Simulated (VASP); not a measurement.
# WS2 in VASP: further runs

WS2 is run at these levels: PBE+D3(BJ); tasks: single point.

Everything below comes from runs of VASP 6.6.1. Logs are shortened: lines on timing, memory, paths and dates and some standing lists are left out, and cuts for length are marked.

## Step 1: The cell of the first run

The cell holds a slab with vacuum, 3 atoms: a = 3.286 Å, b = 3.286 Å, c = 32.291 Å, α = 90.00°, β = 90.00°, γ = 120.00°.

## Step 2: Single point, PBE+D3(BJ)

INCAR reads:

```
ALGO = Normal
DIPOL = 0.5 0.5 0.500
EDIFF = 1E-6
ENCUT = 520
GGA = PE
IDIPOL = 3
ISIF = 2
ISMEAR = 0
IVDW = 12
LASPH = T
LCHARG = T
LDIPOL = T
LELF = T
LREAL = F
LVACPOTAV = T
LVHAR = T
LWAVE = F
NBANDS = 20
NELM = 80
PREC = Accurate
SIGMA = 0.02
```

KPOINTS reads:

```
k-points
0
Gamma
  12 12 1
```

POSCAR reads:

```
WS2
1.0
    3.2860000000      0.0000000000      0.0000000000
   -1.6430000000      2.8457594768      0.0000000000
    0.0000000000      0.0000000000     32.2910878415
S W
2 1
Direct
    0.3333333333      0.6666666667      0.4473909859
    0.3333333333      0.6666666667      0.5526212592
    0.6666666667      0.3333333333      0.5000061200
```

Potentials or basis: VASP PAW PBE potentials, release 64 (S, W_sv).

On the command line:

```
cat potpaw_PBE.64/S/POTCAR potpaw_PBE.64/W_sv/POTCAR > POTCAR
mpirun -np 1 vasp_std > vasp.out
```

OUTCAR:

```text
EDIFF = 1E-6
   ENCUT = 520
   GGA = PE
   ISIF = 2
   ISMEAR = 0
   IVDW = 12
   LASPH = T
   LREAL = F
   NELM = 80
   PREC = Accurate
 IVDW          = 12

 ion  position               nearest neighbor table
   1  0.333  0.667  0.447-   3 2.55   3 2.55   3 2.55
   2  0.333  0.667  0.553-   3 2.55   3 2.55   3 2.55
   3  0.667  0.333  0.500-   1 2.55   1 2.55   1 2.55   2 2.55   2 2.55   2 2.55

  LATTYP: Found a hexagonal cell.
 ALAT       =     3.2860000000
 C/A-ratio  =     9.8268678763

  Lattice vectors:

 A1 = (   3.2860000000,   0.0000000000,   0.0000000000)
 A2 = (  -1.6430000000,   2.8457594768,   0.0000000000)
 A3 = (   0.0000000000,   0.0000000000,  32.2910878415)

Analysis of symmetry for initial positions (statically):
=====================================================================
 Subroutine PRICEL returns:
 Original cell was already a primitive cell.

 Routine SETGRP: Setting up the symmetry group for a
 hexagonal supercell.

 Subroutine GETGRP returns: Found 12 space group operations
 (whereof  6 operations were pure point group operations)
 out of a pool of 24 trial point group operations.

The static configuration has the point symmetry C_3v.
 The point group associated with its full space group is D_3h.

Analysis of symmetry for dynamics (positions and initial velocities):
=====================================================================
 Subroutine PRICEL returns:
 Original cell was already a primitive cell.

 Routine SETGRP: Setting up the symmetry group for a
 hexagonal supercell.

 Subroutine GETGRP returns: Found 12 space group operations
 (whereof  6 operations were pure point group operations)
 out of a pool of 24 trial point group operations.

The dynamic configuration has the point symmetry C_3v.
 The point group associated with its full space group is D_3h.

 Subroutine INISYM returns: Found 12 space group operations
 (whereof  6 operations are pure point group operations),
 and found     1 'primitive' translations

----------------------------------------------------------------------------------------

                                     Primitive cell

  volume of cell :     301.9593

  direct lattice vectors                    reciprocal lattice vectors
     3.286000000  0.000000000  0.000000000     0.304321363  0.175700021  0.000000000
    -1.643000000  2.845759477  0.000000000     0.000000000  0.351400042  0.000000000
     0.000000000  0.000000000 32.291087842     0.000000000  0.000000000  0.030968297

  length of vectors
     3.286000000  3.286000000 32.291087842     0.351400042  0.351400042  0.030968297

  position of ions in fractional coordinates (direct lattice)
     0.333333333  0.666666667  0.447390986
     0.333333333  0.666666667  0.552621259
     0.666666667  0.333333333  0.500006120

  ion indices of the primitive-cell ions
   primitive index   ion index
                 1           1
                 2           2
                 3           3

----------------------------------------------------------------------------------------

 KPOINTS: k-points

Automatic generation of k-mesh.
 Grid dimensions read from file:
 generate k-points for:   12   12    1

 Generating k-lattice:

  Cartesian coordinates                     Fractional coordinates (reciprocal lattice)
     0.025360114  0.014641668  0.000000000     0.083333333 -0.000000000  0.000000000
     0.000000000  0.029283337  0.000000000     0.000000000  0.083333333  0.000000000
     0.000000000  0.000000000  0.030968297     0.000000000  0.000000000  1.000000000

  Length of vectors
     0.029283337  0.029283337  0.030968297

  Shift w.r.t. Gamma in fractional coordinates (k-lattice)
     0.000000000  0.000000000  0.000000000

 Subroutine IBZKPT returns following result:
 ===========================================

 Found     19 irreducible k-points:

 Following reciprocal coordinates:
            Coordinates               Weight
  0.000000  0.000000  0.000000      1.000000
  0.083333  0.000000  0.000000      6.000000
  0.166667  0.000000  0.000000      6.000000
  0.250000  0.000000  0.000000      6.000000
  0.333333  0.000000  0.000000      6.000000
  0.416667  0.000000  0.000000      6.000000
[... 11 lines left out ...]
  0.333333  0.250000  0.000000     12.000000
  0.333333  0.333333  0.000000      2.000000
   k-points           NKPTS =     19   k-points in BZ     NKDIM =     19   number of bands    NBANDS=     20
   number of dos      NEDOS =    301   number of ions     NIONS =      3
   total plane-waves  NPLWV = 138240
   dimension x,y,z NGX =    24 NGY =   24 NGZ =  240
   dimension x,y,z NGXF=    48 NGYF=   48 NGZF=  480
   ions per type =               2   1
   NGX,Y,Z   is equivalent  to a cutoff of  12.14, 12.14, 12.36 a.u.
   NGXF,Y,Z  is equivalent  to a cutoff of  24.28, 24.28, 24.71 a.u.
 SYSTEM =  unknown system
   PREC   = accura    normal or accurate (medium, high low for compatibility)
   ISTART =      0    job   : 0-new  1-cont  2-samecut
   ICHARG =      2    charge: 1-file 2-atom 10-const
   ISPIN  =      1    spin polarized calculation?
   LNONCOLLINEAR =      F non collinear calculations
   LSORBIT =      F    spin-orbit coupling
   LASPH  =      T    aspherical Exc in radial PAW
   ENCUT  =  520.0 eV  38.22 Ry    6.18 a.u.   6.11  6.11 60.04*2*pi/ulx,y,z
   NELM   =     80;   NELMIN=  2; NELMDL= -5     # of ELM steps
   EDIFF  = 0.1E-05   stopping-criterion for ELM
   LREAL  =      F    real-space projection
   EDIFFG = 0.1E-04   stopping-criterion for IOM
   NSW    =      0    number of steps for IOM
   IBRION =     -1    ionic relax: 0-MD 1-quasi-New 2-CG
   NFREE  =      0    steps in history (QN), initial steepest desc. (CG)
   ISIF   =      2    stress and relaxation
   ISYM   =      2    0-nonsym 1-usesym 2-fastsym
   POTIM  = 0.5000    time-step for ionic-motion
   TEBEG  =    0.0;   TEEND  =   0.0 temperature during run
   PSTRESS=    0.0 pullay stress
   NELECT =      26.0000    total number of electrons
   NUPDOWN=      -1.0000    fix difference up-down
   EMIN   =  10.00;   EMAX   =-10.00  energy-range for DOS
   EFERMI =   0.00;   METHOD = LEGACY
   ISMEAR =     0;   SIGMA  =   0.02  broadening in eV -4-tet -1-fermi 0-gaus
   EFERMI_NEDOS =   21; number of points for ismear=-14 and -15
   IALGO  =     38    algorithm
   IMIX   =      4    mixing-type and parameters
     AMIX     =   0.40;   BMIX     =  1.00
     AMIX_MAG =   1.60;   BMIX_MAG =  1.00
  volume/ion in A,a.u.               =     100.65       679.24
  Fermi-wavevector in a.u.,A,eV,Ry     =   0.722908  1.366098  7.110353  0.522596
  Thomas-Fermi vector in A             =   1.812990
   LORBIT       =      0    0 simple, 1 ext, 2 COOP (PROOUT), +10 PAW based schemes
   GGA     = PE    functional components
   LHFCALC =     F    Hartree Fock is set to
   AEXX    =    0.0000 exact exchange contribution
   IVDW    =    12    specifies the selected vdW correction
   LEPSILON=     F    determine dielectric tensor
   LRPA    =     F    only Hartree local field effects (RPA)
 non-spin polarized calculation
 Gauss-broadening in eV      SIGMA  =   0.02
  energy-cutoff  :      520.00
  volume of cell :      301.96
 maximum number of plane-waves:      8202
   NGX = 13   NGY = 13   NGZ =121

 dipolmoment           0.000000      0.000000      0.000001 electrons x Angstroem

 number of electron      25.9999995 magnetization

 dipolmoment           0.000000      0.000000     -0.000001 electrons x Angstroem

 Free energy of the ion-electron system (eV)
  ---------------------------------------------------
  ext. energy  EPLUGINS =         0.00000000
  ---------------------------------------------------
  free energy    TOTEN  =       -23.15904781 eV

  energy without entropy =      -23.15904781  energy(sigma->0) =      -23.15904781

 E-fermi :  -3.2582     XC(G=0):  -2.4035

 val. band max:       -3.4091869606   @ k =   0.3333   0.3333   0.0000
 cond. band min:      -1.8337774229   @ k =   0.1667   0.1667   0.0000
 fundamental gap:      1.5754095377
 Fermi energy:        -3.2582499445

 k-point     1 :       0.0000    0.0000    0.0000
  band No.  band energies     occupation
      1     -77.8192      2.00000
      2     -41.9347      2.00000
      3     -41.8386      2.00000
      4     -41.8386      2.00000
      5     -17.3518      2.00000
      6     -16.2520      2.00000
[... 12 lines left out ...]
     19       1.8716      0.00000
     20       2.0784      0.00000

 k-point     2 :       0.0833    0.0000    0.0000
  band No.  band energies     occupation
      1     -77.8186      2.00000
      2     -41.9323      2.00000
      3     -41.8531      2.00000
      4     -41.8420      2.00000
      5     -17.2579      2.00000
      6     -16.2064      2.00000
[... 12 lines left out ...]
     19       2.0045      0.00000
     20       2.2590      0.00000

 k-point     3 :       0.1667    0.0000    0.0000
  band No.  band energies     occupation
      1     -77.8168      2.00000
      2     -41.9257      2.00000
      3     -41.8926      2.00000
      4     -41.8515      2.00000
      5     -16.9899      2.00000
      6     -16.0768      2.00000
[... 12 lines left out ...]
     19       2.3847      0.00000
     20       2.7189      0.00000

 k-point     4 :       0.2500    0.0000    0.0000
  band No.  band energies     occupation
      1     -77.8144      2.00000
      2     -41.9460      2.00000
      3     -41.9168      2.00000
      4     -41.8645      2.00000
      5     -16.5912      2.00000
      6     -15.8859      2.00000
[... 314 lines left out ...]
 k-point    18 :       0.3333    0.2500    0.0000
  band No.  band energies     occupation
      1     -77.8086      2.00000
      2     -42.0144      2.00000
      3     -41.9523      2.00000
      4     -41.8956      2.00000
      5     -15.4373      2.00000
      6     -15.3326      2.00000
[... 12 lines left out ...]
     19       3.7292      0.00000
     20       5.3993      0.00000

 k-point    19 :       0.3333    0.3333    0.0000
  band No.  band energies     occupation
      1     -77.8083      2.00000
      2     -41.9953      2.00000
      3     -41.9804      2.00000
      4     -41.8944      2.00000
      5     -15.3639      2.00000
      6     -15.2938      2.00000
[... 12 lines left out ...]
     19       3.3022      0.00000
     20       5.6523      0.00000

------------------------ aborting loop because EDIFF is reached ----------------------------------------

 vacuum level on the upper side and lower side of the slab       (xc-potential included)        -0.140        -0.140

 Edisp (eV)   -0.83298

 E8    (eV) :    -0.3746

  FORCE on cell =-STRESS in cart. coord.  units (eV):
  Direction    XX          YY          ZZ          XY          YZ          ZX
  --------------------------------------------------------------------------------------
  -------------------------------------------------------------------------------------
  Total      -6.15224    -6.15224    -8.74344     0.00000     0.00000     0.00000
  in kB     -32.64339   -32.64339   -46.39213     0.00000     0.00000     0.00000
  external pressure =      -37.23 kB  Pullay stress =        0.00 kB

 VOLUME and BASIS-vectors are now :
 -----------------------------------------------------------------------------
  energy-cutoff  :      520.00
  volume of cell :      301.96
      direct lattice vectors                 reciprocal lattice vectors
     3.286000000  0.000000000  0.000000000     0.304321363  0.175700021  0.000000000
    -1.643000000  2.845759477  0.000000000     0.000000000  0.351400042  0.000000000
     0.000000000  0.000000000 32.291087842     0.000000000  0.000000000  0.030968297

 POSITION                                       TOTAL-FORCE (eV/Angst)
 -----------------------------------------------------------------------------------
     -0.00000      1.89717     14.44674         0.000000     -0.000000      2.566120
     -0.00000      1.89717     17.84474        -0.000000      0.000000     -2.566120
      1.64300      0.94859     16.14574        -0.000000      0.000000      0.000000
 -----------------------------------------------------------------------------------
    total drift:                               -0.000000      0.000000     -0.000158

  FREE ENERGIE OF THE ION-ELECTRON SYSTEM (eV)
  ---------------------------------------------------
  free  energy   TOTEN  =       -23.9920275027 eV

  energy  without entropy=      -23.9920275027  energy(sigma->0) =      -23.99202750

 vacuum level on the upper side and lower side of the slab         2.221         2.221
```

Run time: 94 s. Hardware: 1 thread of Intel Xeon 6975P-C (Granite Rapids), shared host; peak memory 0.4 GiB.

Results:

- Free energy: -23.9920 eV
- Largest force: 2.566 eV/Å
- Band gap on the k mesh: 1.58 eV (least direct gap 1.73 eV)
- Dispersion energy per atom: -0.278 eV
- Ionisation potential of the upper face: 5.63 eV

Forces in eV/Å, atoms in the order of the input:
```
S    0.000  0.000  2.566
S    0.000  0.000 -2.566
W    0.000  0.000  0.000
```

Caveat: spin-orbit coupling is left out, which moves the levels of the heavy elements.

## Step 3: Single point, PBE+D3(BJ)

INCAR reads:

```
SYSTEM = WS2
PREC     = Accurate       ! precision mode
ENCUT    = 520            ! plane-wave cutoff, eV
EDIFF    = 1E-7           ! SCF threshold, eV
ISMEAR   = 0              ! smearing method
SIGMA    = 0.02           ! smearing width, eV
LREAL    = .False.        ! projectors in reciprocal space
LASPH    = .True.         ! aspherical terms in the spheres
NELM     = 80             ! most SCF steps
ALGO     = Normal         ! electronic algorithm
ISIF     = 2              ! what is computed and relaxed
LWAVE    = .False.        ! write WAVECAR
LCHARG   = .True.         ! write CHGCAR
LDIPOL   = .True.       
IDIPOL   = 3            
DIPOL    = 0.5 0.5 0.500
GGA      = PE             ! functional
IVDW     = 12             ! dispersion correction
LELF     = .True.         ! ELF
LVHAR    = .True.       
LVACPOTAV= .True.       
NBANDS   = 20             ! bands
```

KPOINTS reads:

```
regular mesh
0
Gamma
  12 12 1
  0 0 0
```

POSCAR reads:

```
WS2
1.0
    3.2860000000      0.0000000000      0.0000000000
   -1.6430000000      2.8457594768      0.0000000000
    0.0000000000      0.0000000000     32.2910878415
S W
2 1
Direct
    0.3333333333      0.6666666667      0.4537394868
    0.3333333333      0.6666666667      0.5462727583
    0.6666666667      0.3333333333      0.5000061203
```

Potentials or basis: VASP PAW PBE potentials, release 64 (S, W_sv).

On the command line:

```
cat potpaw_PBE.64/S/POTCAR potpaw_PBE.64/W_sv/POTCAR > POTCAR
mpirun -np 1 vasp_std > vasp.out
```

Run time: 95 s. Hardware: 1 thread of Intel Xeon 6975P-C (Granite Rapids), shared host; peak memory 0.42 GiB.

It converged, with:

```yaml
Free_energy: -24.4190 eV
Largest_force: 0.798 eV/Å
Band_gap_on_the_k_mesh: 0.80 eV (least direct gap 1.36 eV)
Dispersion_energy_per_atom: -0.290 eV
Ionisation_potential_of_the_upper_face: 5.40 eV
```

Forces in eV/Å, atoms in the order of the input:
```
S    0.000  0.000 -0.798
S    0.000  0.000  0.798
W    0.000  0.000  0.000
```

Levels at points of the mesh, in eV from the valence-band top:
| k point | band 10 | band 11 | band 12 | band 13 | band 14 | band 15 | band 16 | band 17 |
| --- | --- | --- | --- | --- | --- | --- | --- | --- |
| (0.00, 0.00, 0.00) | -2.46 | -2.46 | -2.06 | 0.00 | 2.23 | 2.23 | 2.61 | 2.61 |
| (0.50, 0.00, 0.00) | -4.06 | -2.16 | -2.12 | -1.27 | 1.94 | 2.36 | 3.62 | 4.31 |

Caveat: spin-orbit coupling is left out, which moves the levels of the heavy elements.

[end of part 1 of 2]
